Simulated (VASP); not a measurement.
# Cd (P6_3/mmc) in VASP: a series of runs, part 2 of 2

VASP 6.6.1. Earlier steps stand in the parts before.

**3. Relaxation of cell and atoms, PBE**

This run uses another cell than the first one, of 21.59 Å³/atom, 0.956 times its volume.

Input file INCAR:

```
SYSTEM = Cd
PREC     = Accurate       ! precision mode
ENCUT    = 600            ! plane-wave cutoff, eV
EDIFF    = 1E-6           ! SCF threshold, eV
ISMEAR   = 0              ! smearing method
SIGMA    = 0.02           ! smearing width, eV
LREAL    = .False.        ! projectors in reciprocal space
LASPH    = .True.         ! aspherical terms in the spheres
NELM     = 100            ! most SCF steps
ALGO     = Normal         ! electronic algorithm
ISIF     = 3              ! what is computed and relaxed
LWAVE    = .False.        ! write WAVECAR
LCHARG   = .False.        ! write CHGCAR
GGA      = PE             ! functional
IBRION   = 2              ! ionic algorithm
NSW      = 60             ! ionic steps
EDIFFG   = -0.02          ! ionic threshold
```

Input file KPOINTS:

```
regular mesh
0
Gamma
  8 8 4
  0 0 0
```

Input file POSCAR:

```
Cd
1.0
    2.9788700000      0.0000000000      0.0000000000
   -1.4894350000      2.5797770000      0.0000000000
    0.0000000000      0.0000000000      5.6176500000
Cd
2
Direct
    0.3333333333      0.6666666667      0.2500000000
    0.6666666667      0.3333333333      0.7500000000
```

Potentials or basis: VASP PAW PBE potentials, release 64 (Cd).

Launch:

```bash
$ cat potpaw_PBE.64/Cd/POTCAR > POTCAR
$ mpirun -np 1 vasp_std > vasp.out
```

OUTCAR:

```text
SYSTEM = Cd
   PREC = Accurate
   ENCUT = 600
   EDIFF = 1E-6
   ISMEAR = 0
   LREAL = .False.
   LASPH = .True.
   NELM = 100
   ISIF = 3
   GGA = PE
   IBRION = 2
   NSW = 60
   EDIFFG = -0.02

 ion  position               nearest neighbor table
   1  0.333  0.667  0.250-   2 3.29   2 3.29   2 3.29   2 3.29   2 3.29   2 3.29
   2  0.667  0.333  0.750-   1 3.29   1 3.29   1 3.29   1 3.29   1 3.29   1 3.29

  LATTYP: Found a hexagonal cell.
 ALAT       =     2.9788700000
 C/A-ratio  =     1.8858325472

  Lattice vectors:

 A1 = (   2.9788700000,   0.0000000000,   0.0000000000)
 A2 = (  -1.4894350000,   2.5797770000,   0.0000000000)
 A3 = (   0.0000000000,   0.0000000000,   5.6176500000)

Analysis of symmetry for initial positions (statically):
=====================================================================
 Subroutine PRICEL returns:
 Original cell was already a primitive cell.

 Routine SETGRP: Setting up the symmetry group for a
 hexagonal supercell.

 Subroutine GETGRP returns: Found 24 space group operations
 (whereof 12 operations were pure point group operations)
 out of a pool of 24 trial point group operations.

The static configuration has the point symmetry D_3d.
[... 270 lines left out ...]

[... ionic steps 4 to 22 ...]

--------------------------------------- Ionic step       23  -------------------------------------------

 number of electron      24.0000001 magnetization

------------------------ aborting loop because EDIFF is reached ----------------------------------------
[... 67 lines left out ...]
--------------------------------------- Ionic step       25  -------------------------------------------

 number of electron      24.0000005 magnetization

 Free energy of the ion-electron system (eV)
  ---------------------------------------------------
  ext. energy  EPLUGINS =         0.00000000
  ---------------------------------------------------
  free energy    TOTEN  =        -1.48420104 eV

  energy without entropy =       -1.48403541  energy(sigma->0) =       -1.48411823

 E-fermi :   2.4466     XC(G=0): -10.7948

 val. band max:        2.4328735062   @ k =   0.5000   0.0000   0.5000
 cond. band min:       2.6224195093   @ k =   0.3750   0.2500   0.5000
 fundamental gap:      0.1895460031
 Fermi energy:         2.4465549132

 k-point     1 :       0.0000    0.0000    0.0000
  band No.  band energies     occupation
      1      -6.9749      2.00000
      2      -6.6593      2.00000
      3      -6.4548      2.00000
      4      -6.4548      2.00000
      5      -6.3939      2.00000
      6      -6.3939      2.00000
[... 433 lines left out ...]
      3      -6.7425      2.00000
      4      -6.7425      2.00000
      5      -6.0676      2.00000
      6      -6.0676      2.00000
[... 8 lines left out ...]
     15      10.0843      0.00000
     16      10.0843      0.00000

 [... further k-points ...]

------------------------ aborting loop because EDIFF is reached ----------------------------------------

  FORCE on cell =-STRESS in cart. coord.  units (eV):
  Direction    XX          YY          ZZ          XY          YZ          ZX
  --------------------------------------------------------------------------------------
  -------------------------------------------------------------------------------------
  Total        0.0264005      0.0264005     -0.0077077      0.0000000      0.0000000      0.0000000
  in kB        0.9343914      0.9343913     -0.2727997      0.0000000      0.0000000      0.0000000
  external PRESSURE =       0.5319943 kB  Pullay stress =       0.0000000 kB
[... 17 lines left out ...]
  FREE ENERGIE OF THE ION-ELECTRON SYSTEM (eV)
  ---------------------------------------------------
  free  energy   TOTEN  =        -1.4842010417 eV

  energy  without entropy=       -1.4840354124  energy(sigma->0) =       -1.48411823

 reached required accuracy - stopping structural energy minimisation
```

OSZICAR:

```text
N       E                     dE             d eps       ncg     rms          rms(c)
DAV:   1     0.177402040323E+03    0.17740E+03   -0.14352E+04   960   0.168E+03
DAV:   2     0.215576574172E+01   -0.17525E+03   -0.17105E+03   960   0.391E+02
DAV:   3    -0.153989696860E+01   -0.36957E+01   -0.36914E+01  1168   0.666E+01
DAV:   4    -0.154465432160E+01   -0.47574E-02   -0.47572E-02  1104   0.212E+00
[... 187 lines left out ...]
DAV:   1    -0.148500458293E+01   -0.78446E-03   -0.15903E-02   960   0.166E+00    0.205E-01
DAV:   2    -0.148425041234E+01    0.75417E-03   -0.21058E-03   960   0.623E-01    0.632E-02
DAV:   3    -0.148420472705E+01    0.45685E-04   -0.10142E-04  1048   0.115E-01    0.519E-02
DAV:   4    -0.148420086126E+01    0.38658E-05   -0.11124E-05   992   0.273E-02    0.410E-03
DAV:   5    -0.148420104170E+01   -0.18043E-06   -0.30104E-07   512   0.608E-03
  25 F= -.14842010E+01 E0= -.14841182E+01  d E =-.199153E-02
```

CONTCAR:

```text
Cd
   1.00000000000000
     3.0886070138305963   -0.0000000000000000    0.0000000000000000
    -1.5443035069152982    2.6748120311193406   -0.0000000000000001
     0.0000000000000000   -0.0000000000000000    5.4794541750474632
  Cd
     2
Direct
     0.3333333332999970    0.6666666667000030    0.2500000000000000
     0.6666666667000030    0.3333333332999970    0.7500000000000000

  0.00000000E+00  0.00000000E+00  0.00000000E+00
  0.00000000E+00  0.00000000E+00  0.00000000E+00
```

Wall time 2.9 min (1 thread of Intel Xeon Platinum 8488C (Sapphire Rapids), shared host); peak memory 0.18 GiB.

Results:

| Item | Value |
| --- | --- |
| Free energy | -1.4842 eV |
| Relaxed volume | 22.63 Å³/atom |
| Relaxed cell | a = 3.089 Å, b = 3.089 Å, c = 5.479 Å, α = 90.00°, β = 90.00°, γ = 120.00° |
| Space group after relaxing (to 0.05 Å) | P6_3/mmc (No. 194) |
| Energy gained by relaxing | 21.5 meV/atom |
| Ionic steps | 25 |
| Pressure after relaxing | 0.1 GPa |
| Band gap on the k mesh | zero (band 12 reaches 3.90 eV, above the bottom of band 13 at 0.24 eV) |

Stress tensor (GPa, compression positive):
```
 0.09  0.00  0.00
 0.00  0.09  0.00
 0.00  0.00 -0.03
```

Step by step:
```csv
step,energy change (eV),largest force (eV/Å),pressure (GPa),volume (Å³)
1,0.0000,0.0000,3.31,43.17
2,-0.0338,0.0000,-0.40,46.00
3,-0.0338,0.0000,-0.39,45.96
4,-0.0339,0.0000,-0.34,45.91
5,-0.0274,0.0000,1.24,44.53
6,-0.0339,0.0000,-0.25,45.83
7,-0.0339,0.0000,0.07,45.53
8,-0.0340,0.0000,-0.21,45.75
9,-0.0340,0.0000,-0.09,45.64
10,-0.0340,0.0000,-0.12,45.69
11,-0.0344,0.0000,-0.05,45.58
12,-0.0377,0.0000,0.40,45.26
13,-0.0408,0.0000,0.84,44.61
14,-0.0408,0.0000,0.76,44.67
15,-0.0409,0.0000,0.82,44.66
16,-0.0410,0.0000,0.88,44.63
17,-0.0411,0.0000,0.89,44.57
18,-0.0411,0.0000,0.80,44.59
19,-0.0412,0.0000,0.82,44.62
20,-0.0416,0.0000,0.75,44.69
21,-0.0422,0.0000,0.60,44.84
22,-0.0430,0.0000,0.21,45.13
23,-0.0426,0.0000,-0.39,45.73
24,-0.0431,0.0000,-0.13,45.34
25,-0.0431,0.0000,0.05,45.27
```

Final structure:
```
CELL_PARAMETERS angstrom
3.08861 0.00000 0.00000
-1.54430 2.67481 0.00000
0.00000 0.00000 5.47945
ATOMIC_POSITIONS crystal
Cd 0.33333 0.66667 0.25000
Cd 0.66667 0.33333 0.75000
```

PBE usually gives volumes a little too large and moduli too small. Zero-point motion and thermal expansion aren't in these numbers.
